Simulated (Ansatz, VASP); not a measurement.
# Two plane-wave programs on KF

Contents of INCAR:

```
PREC = Accurate ; ENCUT = 520
EDIFF = 1E-6 ; ISMEAR = 0
SIGMA = 0.05 ; LREAL = F
LASPH = T ; NELM = 60
ALGO = Normal ; ISIF = 2
LWAVE = F ; LCHARG = F
GGA = PE ; NBANDS = 15
```

KPOINTS

```
regular mesh
0
Gamma
  8 8 8
```

The input POSCAR:

```
KF
1.0
    0.0751253500      2.6735000000      2.6735000000
    2.7486253500      0.0000000000      2.7486253500
    2.6735000000      2.6735000000      0.0751253500
K F
1 1
Direct
    0.0000000000      0.0000000000      0.0000000000
    0.5000000000      0.5000000000      0.5000000000
```

Input for Ansatz:

```yaml
crystal:
  lattice:
    - [0.07512535, 2.6735, 2.6735]
    - [2.74862535, 0.0, 2.74862535]
    - [2.6735, 2.6735, 0.07512535]
  atoms:
    - { symbol: K, position: [0.0, 0.0, 0.0] }
    - { symbol: F, position: [0.5, 0.5, 0.5] }
basis:
  ecutwfc: 420
kpoints:
  mp_grid: { grid: [8, 8, 8] }
hamiltonian:
  xc: pbe
scf:
  occupations: { method: gaussian, width: 0.05 }
output:
  forces: true
  stress: true
  eigenvalues: true
```

Change from the starting cell: strain +0.0562 x Voigt [0, 0, 0, 0, 1, 0], atoms carried along.

Alike in both runs: task single point; functional PBE; k mesh 8 × 8 × 8; occupations gaussian, width 0.05 eV; no spin polarisation.

```csv
,VASP,Ansatz
version,VASP 6.6.1,Ansatz 0.2.0
potentials or method,"VASP PAW PBE potentials, release 64 (K_sv, F), cutoff 520 eV","scalar-relativistic, plane waves, PAW"
valence electrons in the cell,16,16
```

Ansatz gave:

* gap on the k mesh at the Fermi level (eV): 6.14
* least direct gap on the mesh (eV): 6.14
* pressure (GPa): 1.3
* traceless stress, the component that is largest in VASP (GPa): -0.75

Problem. Which values does VASP return?

Solution. gap on the k mesh at the Fermi level (eV): 6.12; least direct gap on the mesh (eV): 6.12; pressure (GPa): 1.3; traceless stress, the component that is largest in VASP (GPa): -0.74.
